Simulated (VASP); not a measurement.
# SnTe (Pm-3m) in VASP: further runs

The runs below take SnTe through single point, with PBEsol.

All numbers are computed with VASP 6.6.1; they aren't measurements. Logs are shortened: lines on timing, memory, paths and dates and some standing lists are left out, and cuts for length are marked.

## Step 1: The cell of the first run

The structure is cubic, space group Pm-3m (No. 221). Conventional cell: a = 3.852 Å, b = 3.852 Å, c = 3.852 Å, α = 90.00°, β = 90.00°, γ = 90.00°. Within 4.4 Å of Te (site symmetry m-3m) lie 8 Sn at 3.34 Å and 6 Te at 3.85 Å. Sn (site symmetry m-3m) has 8 Te at 3.34 Å and 6 Sn at 3.85 Å within 4.4 Å.

## Step 2: Single point, PBEsol (volume scaled by 0.96)

Input file INCAR:

```
PREC = Accurate
ENCUT = 520
EDIFF = 1E-7
ISMEAR = -1
SIGMA = 0.05
LREAL = F
LASPH = T
NELM = 100
ALGO = Normal
ISIF = 2
LWAVE = F
LCHARG = T
GGA = PS
LELF = T
LVHAR = T
NBANDS = 17
```

Input file KPOINTS:

```
Automatic mesh
0
Gamma
  7 7 7
```

Input file POSCAR:

```
SnTe
1.0
    3.8519273147      0.0000000000      0.0000000000
    0.0000000000      3.8519273147      0.0000000000
    0.0000000000      0.0000000000      3.8519273147
Te Sn
1 1
Direct
    0.5000000000      0.5000000000      0.5000000000
    0.0000000000      0.0000000000      0.0000000000
```

Potentials or basis: VASP PAW PBE potentials, release 64 (Te, Sn_d).

The run is started by

```bash
$ cat potpaw_PBE.64/Te/POTCAR potpaw_PBE.64/Sn_d/POTCAR > POTCAR
$ mpirun -np 1 vasp_std > vasp.out
```

OUTCAR:

```text
PREC = Accurate
   ENCUT = 520
   EDIFF = 1E-7
   ISMEAR = -1
   LREAL = F
   LASPH = T
   NELM = 100
   ISIF = 2
   GGA = PS

 ion  position               nearest neighbor table
   1  0.500  0.500  0.500-   2 3.34   2 3.34   2 3.34   2 3.34   2 3.34   2 3.34   2 3.34   2 3.34

   2  0.000  0.000  0.000-   1 3.34   1 3.34   1 3.34   1 3.34   1 3.34   1 3.34   1 3.34   1 3.34

  LATTYP: Found a simple cubic cell.
 ALAT       =     3.8519273147

  Lattice vectors:

 A1 = (   3.8519273147,   0.0000000000,   0.0000000000)
 A2 = (   0.0000000000,   3.8519273147,   0.0000000000)
 A3 = (   0.0000000000,   0.0000000000,   3.8519273147)

Analysis of symmetry for initial positions (statically):
=====================================================================
 Subroutine PRICEL returns:
 Original cell was already a primitive cell.

 Routine SETGRP: Setting up the symmetry group for a
 simple cubic supercell.

 Subroutine GETGRP returns: Found 48 space group operations
 (whereof 48 operations were pure point group operations)
 out of a pool of 48 trial point group operations.

The static configuration has the point symmetry O_h .

Analysis of symmetry for dynamics (positions and initial velocities):
=====================================================================
 Subroutine PRICEL returns:
 Original cell was already a primitive cell.

 Routine SETGRP: Setting up the symmetry group for a
 simple cubic supercell.

 Subroutine GETGRP returns: Found 48 space group operations
 (whereof 48 operations were pure point group operations)
 out of a pool of 48 trial point group operations.

The dynamic configuration has the point symmetry O_h .

 Subroutine INISYM returns: Found 48 space group operations
 (whereof 48 operations are pure point group operations),
 and found     1 'primitive' translations

----------------------------------------------------------------------------------------

                                     Primitive cell

  volume of cell :      57.1524

  direct lattice vectors                    reciprocal lattice vectors
     3.851927315  0.000000000  0.000000000     0.259610299  0.000000000  0.000000000
     0.000000000  3.851927315  0.000000000     0.000000000  0.259610299  0.000000000
     0.000000000  0.000000000  3.851927315     0.000000000  0.000000000  0.259610299

  length of vectors
     3.851927315  3.851927315  3.851927315     0.259610299  0.259610299  0.259610299

  position of ions in fractional coordinates (direct lattice)
     0.500000000  0.500000000  0.500000000
     0.000000000  0.000000000  0.000000000

  ion indices of the primitive-cell ions
   primitive index   ion index
                 1           1
                 2           2

----------------------------------------------------------------------------------------

 KPOINTS: Automatic mesh

Automatic generation of k-mesh.
 Grid dimensions read from file:
 generate k-points for:    7    7    7

 Generating k-lattice:

  Cartesian coordinates                     Fractional coordinates (reciprocal lattice)
     0.037087186  0.000000000  0.000000000     0.142857143  0.000000000  0.000000000
     0.000000000  0.037087186  0.000000000     0.000000000  0.142857143  0.000000000
     0.000000000  0.000000000  0.037087186     0.000000000  0.000000000  0.142857143

  Length of vectors
     0.037087186  0.037087186  0.037087186

  Shift w.r.t. Gamma in fractional coordinates (k-lattice)
     0.000000000  0.000000000  0.000000000

 Subroutine IBZKPT returns following result:
 ===========================================

 Found     20 irreducible k-points:

 Following reciprocal coordinates:
            Coordinates               Weight
  0.000000  0.000000  0.000000      1.000000
  0.142857  0.000000  0.000000      6.000000
  0.285714  0.000000  0.000000      6.000000
  0.428571  0.000000  0.000000      6.000000
  0.142857  0.142857  0.000000     12.000000
  0.285714  0.142857  0.000000     24.000000
[... 12 lines left out ...]
  0.428571  0.428571  0.285714     24.000000
  0.428571  0.428571  0.428571      8.000000
   k-points           NKPTS =     20   k-points in BZ     NKDIM =     20   number of bands    NBANDS=     17
   number of dos      NEDOS =    301   number of ions     NIONS =      2
   total plane-waves  NPLWV =  27000
   dimension x,y,z NGX =    30 NGY =   30 NGZ =   30
   dimension x,y,z NGXF=    60 NGYF=   60 NGZF=   60
   ions per type =               1   1
   NGX,Y,Z   is equivalent  to a cutoff of  12.95, 12.95, 12.95 a.u.
   NGXF,Y,Z  is equivalent  to a cutoff of  25.90, 25.90, 25.90 a.u.
 SYSTEM =  unknown system
   PREC   = accura    normal or accurate (medium, high low for compatibility)
   ISTART =      0    job   : 0-new  1-cont  2-samecut
   ICHARG =      2    charge: 1-file 2-atom 10-const
   ISPIN  =      1    spin polarized calculation?
   LNONCOLLINEAR =      F non collinear calculations
   LSORBIT =      F    spin-orbit coupling
   LASPH  =      T    aspherical Exc in radial PAW
   ENCUT  =  520.0 eV  38.22 Ry    6.18 a.u.   7.16  7.16  7.16*2*pi/ulx,y,z
   NELM   =    100;   NELMIN=  2; NELMDL= -5     # of ELM steps
   EDIFF  = 0.1E-06   stopping-criterion for ELM
   LREAL  =      F    real-space projection
   EDIFFG = 0.1E-05   stopping-criterion for IOM
   NSW    =      0    number of steps for IOM
   IBRION =     -1    ionic relax: 0-MD 1-quasi-New 2-CG
   NFREE  =      0    steps in history (QN), initial steepest desc. (CG)
   ISIF   =      2    stress and relaxation
   ISYM   =      2    0-nonsym 1-usesym 2-fastsym
   POTIM  = 0.5000    time-step for ionic-motion
   TEBEG  =    0.0;   TEEND  =   0.0 temperature during run
   PSTRESS=    0.0 pullay stress
   NELECT =      20.0000    total number of electrons
   NUPDOWN=      -1.0000    fix difference up-down
   EMIN   =  10.00;   EMAX   =-10.00  energy-range for DOS
   EFERMI =   0.00;   METHOD = LEGACY
   ISMEAR =    -1;   SIGMA  =   0.05  broadening in eV -4-tet -1-fermi 0-gaus
   EFERMI_NEDOS =   21; number of points for ismear=-14 and -15
   IALGO  =     38    algorithm
   IMIX   =      4    mixing-type and parameters
     AMIX     =   0.40;   BMIX     =  1.00
     AMIX_MAG =   1.60;   BMIX_MAG =  1.00
  volume/ion in A,a.u.               =      28.58       192.84
  Fermi-wavevector in a.u.,A,eV,Ry     =   1.153648  2.180079 18.108052  1.330904
  Thomas-Fermi vector in A             =   2.290291
   LORBIT       =      0    0 simple, 1 ext, 2 COOP (PROOUT), +10 PAW based schemes
   GGA     = PS    functional components
   LHFCALC =     F    Hartree Fock is set to
   AEXX    =    0.0000 exact exchange contribution
   IVDW    =     0    specifies the selected vdW correction
   LEPSILON=     F    determine dielectric tensor
   LRPA    =     F    only Hartree local field effects (RPA)
 non-spin polarized calculation
  energy-cutoff  :      520.00
  volume of cell :       57.15
 maximum number of plane-waves:      1551
 NGX is ok and might be reduce to    30
   NGX = 15   NGY = 15   NGZ = 15

 number of electron      19.9999997 magnetization

 Free energy of the ion-electron system (eV)
  ---------------------------------------------------
  ext. energy  EPLUGINS =         0.00000000
  ---------------------------------------------------
  free energy    TOTEN  =        -7.94481238 eV

  energy without entropy =       -7.92994665  energy(sigma->0) =       -7.93737952

 E-fermi :   7.3328     XC(G=0): -10.2020

 val. band max:        7.3286729456   @ k =   0.2857   0.1429   0.0000
 cond. band min:       7.3344644387   @ k =   0.4286   0.2857   0.0000
 fundamental gap:      0.0057914931
 Fermi energy:         7.3328139446

 k-point     1 :       0.0000    0.0000    0.0000
  band No.  band energies     occupation
      1     -14.0400      2.00000
      2     -14.0400      2.00000
      3     -13.9980      2.00000
      4     -13.9980      2.00000
      5     -13.9980      2.00000
      6      -5.2534      2.00000
[... 9 lines left out ...]
     16      18.4365      0.00000
     17      18.4365      0.00000

 k-point     2 :       0.1429    0.0000    0.0000
  band No.  band energies     occupation
      1     -14.0397      2.00000
      2     -14.0327      2.00000
      3     -14.0004      2.00000
      4     -14.0004      2.00000
      5     -13.9978      2.00000
      6      -5.0870      2.00000
[... 9 lines left out ...]
     16      17.5021      0.00000
     17      17.9320      0.00000

 k-point     3 :       0.2857    0.0000    0.0000
  band No.  band energies     occupation
      1     -14.0390      2.00000
      2     -14.0164      2.00000
      3     -14.0060      2.00000
      4     -14.0060      2.00000
      5     -13.9974      2.00000
      6      -4.6282      2.00000
[... 9 lines left out ...]
     16      15.5064      0.00000
     17      18.1943      0.00000

 k-point     4 :       0.4286    0.0000    0.0000
  band No.  band energies     occupation
      1     -14.0384      2.00000
      2     -14.0104      2.00000
      3     -14.0104      2.00000
      4     -14.0033      2.00000
      5     -13.9971      2.00000
      6      -4.0939      2.00000
[... 9 lines left out ...]
     16      18.2356      0.00000
     17      19.1757      0.00000

 k-point     5 :       0.1429    0.1429    0.0000
  band No.  band energies     occupation
      1     -14.0359      2.00000
      2     -14.0289      2.00000
      3     -14.0032      2.00000
      4     -14.0005      2.00000
      5     -14.0000      2.00000
      6      -4.9227      2.00000
[... 9 lines left out ...]
     16      16.5620      0.00000
     17      16.8244      0.00000

 k-point     6 :       0.2857    0.1429    0.0000
  band No.  band energies     occupation
      1     -14.0340      2.00000
      2     -14.0137      2.00000
      3     -14.0092      2.00000
      4     -14.0056      2.00000
      5     -13.9997      2.00000
      6      -4.4725      2.00000
[... 9 lines left out ...]
     16      15.8604      0.00000
     17      16.5634      0.00000

 k-point     7 :       0.4286    0.1429    0.0000
  band No.  band energies     occupation
      1     -14.0333      2.00000
      2     -14.0141      2.00000
      3     -14.0100      2.00000
      4     -14.0007      2.00000
      5     -13.9993      2.00000
      6      -3.9558      2.00000
[... 9 lines left out ...]
     16      17.1538      0.00000
     17      17.7252      0.00000

 k-point     8 :       0.2857    0.2857    0.0000
  band No.  band energies     occupation
      1     -14.0270      2.00000
      2     -14.0165      2.00000
      3     -14.0052      2.00000
      4     -14.0044      2.00000
      5     -14.0034      2.00000
      6      -4.0542      2.00000
[... 9 lines left out ...]
     16      15.4855      0.00000
     17      16.2351      0.00000
[... 123 lines left out ...]
      1     -14.0215      2.00000
      2     -14.0172      2.00000
      3     -14.0122      2.00000
      4     -14.0070      2.00000
      5     -13.9916      2.00000
      6      -3.4799      2.00000
[... 9 lines left out ...]
     16      16.2044      0.00000
     17      17.5661      0.00000

 k-point    16 :       0.4286    0.4286    0.1429
  band No.  band energies     occupation
      1     -14.0278      2.00000
      2     -14.0124      2.00000
      3     -14.0113      2.00000
      4     -14.0111      2.00000
      5     -13.9824      2.00000
      6      -3.1400      2.00000
[... 9 lines left out ...]
     16      16.3869      0.00000
     17      17.4638      0.00000

 k-point    17 :       0.2857    0.2857    0.2857
  band No.  band energies     occupation
      1     -14.0157      2.00000
      2     -14.0137      2.00000
      3     -14.0137      2.00000
      4     -14.0026      2.00000
      5     -14.0026      2.00000
      6      -3.5514      2.00000
[... 9 lines left out ...]
     16      16.5819      0.00000
     17      18.7067      0.00000

 k-point    18 :       0.4286    0.2857    0.2857
  band No.  band energies     occupation
      1     -14.0204      2.00000
      2     -14.0188      2.00000
      3     -14.0131      2.00000
      4     -14.0022      2.00000
      5     -13.9891      2.00000
      6      -3.1798      2.00000
[... 9 lines left out ...]
     16      17.4054      0.00000
     17      19.3075      0.00000

 k-point    19 :       0.4286    0.4286    0.2857
  band No.  band energies     occupation
      1     -14.0255      2.00000
      2     -14.0182      2.00000
      3     -14.0180      2.00000
      4     -13.9954      2.00000
      5     -13.9820      2.00000
      6      -2.8918      2.00000
[... 9 lines left out ...]
     16      18.8489      0.00000
     17      20.1047      0.00000

 k-point    20 :       0.4286    0.4286    0.4286
  band No.  band energies     occupation
      1     -14.0240      2.00000
      2     -14.0235      2.00000
      3     -14.0235      2.00000
      4     -13.9817      2.00000
      5     -13.9817      2.00000
      6      -2.6616      2.00000
[... 9 lines left out ...]
     16      20.4822      0.00000
     17      22.3668      0.00000

------------------------ aborting loop because EDIFF is reached ----------------------------------------

  FORCE on cell =-STRESS in cart. coord.  units (eV):
  Direction    XX          YY          ZZ          XY          YZ          ZX
  --------------------------------------------------------------------------------------
  -------------------------------------------------------------------------------------
  Total       -0.8906889     -0.8906889     -0.8906889      0.0000000      0.0000000      0.0000000
  in kB      -24.9690717    -24.9690717    -24.9690717      0.0000000      0.0000000      0.0000000
  external PRESSURE =     -24.9690717 kB  Pullay stress =       0.0000000 kB

 VOLUME and BASIS-vectors are now :
 -----------------------------------------------------------------------------
  energy-cutoff  :      520.00
  volume of cell :       57.15
      direct lattice vectors                 reciprocal lattice vectors
     3.851927315  0.000000000  0.000000000     0.259610299  0.000000000  0.000000000
     0.000000000  3.851927315  0.000000000     0.000000000  0.259610299  0.000000000
     0.000000000  0.000000000  3.851927315     0.000000000  0.000000000  0.259610299

 POSITION                                       TOTAL-FORCE (eV/Angst)
 -----------------------------------------------------------------------------------
      1.92596      1.92596      1.92596         0.000000      0.000000      0.000000
      0.00000      0.00000      0.00000         0.000000      0.000000      0.000000
 -----------------------------------------------------------------------------------
    total drift:                               -0.000000     -0.000000     -0.000000

  FREE ENERGIE OF THE ION-ELECTRON SYSTEM (eV)
  ---------------------------------------------------
  free  energy   TOTEN  =        -7.9448123796 eV

  energy  without entropy=       -7.9299466523  energy(sigma->0) =       -7.93737952
```

Wall time 41 s (1 thread of AMD EPYC 7R13, shared host); peak memory 0.15 GiB.

What came out:

- Free energy: -7.9448 eV
- Pressure: -2.5 GPa
- Band gap on the k mesh: zero (band 10 reaches 7.63 eV, above the bottom of band 11 at 6.40 eV)

Caveat: the PAW data sets were made with another functional, which shifts forces and pressure a little; spin-orbit coupling is left out, which moves the levels of the heavy elements.

(Continued in part 2 of 2.)
